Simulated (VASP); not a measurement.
Crystal: W.

```
CELL_PARAMETERS angstrom
-1.59730 1.59730 1.59730
1.59730 -1.59730 1.59730
1.59730 1.59730 -1.59730
ATOMIC_POSITIONS crystal
W 0.00000 0.00000 0.00000
```

Base run:

- Program: VASP 6.6.1
- Functional: PBEsol
- Potentials or basis: VASP PAW PBE potentials, release 64 (W_sv)
- Cutoff: 520 eV
- k mesh: 14 × 14 × 14
- Occupations: fermi-dirac, width 0.03 eV
- Spin: no spin polarisation

Its results: band gap on the k mesh zero (band 7 reaches 15.84 eV, above the bottom of band 8 at 9.68 eV); pressure -10.5 GPa.

**Question.** The run is repeated on the same cell with these changes: functional from PBEsol to r2SCAN; further incar settings from ALGO = Normal; EDIFF = 1e-06; NBANDS = 13 to ALGO = Normal; EDIFF = 1e-08; NBANDS = 13. What comes out?

**Answer.** Band gap on the k mesh zero (band 7 reaches 16.01 eV, above the bottom of band 8 at 9.65 eV); pressure -6.0 GPa.

Caveats: the PAW data sets were made with another functional, which shifts forces and pressure a little; spin-orbit coupling is left out, which moves the levels of the heavy elements.
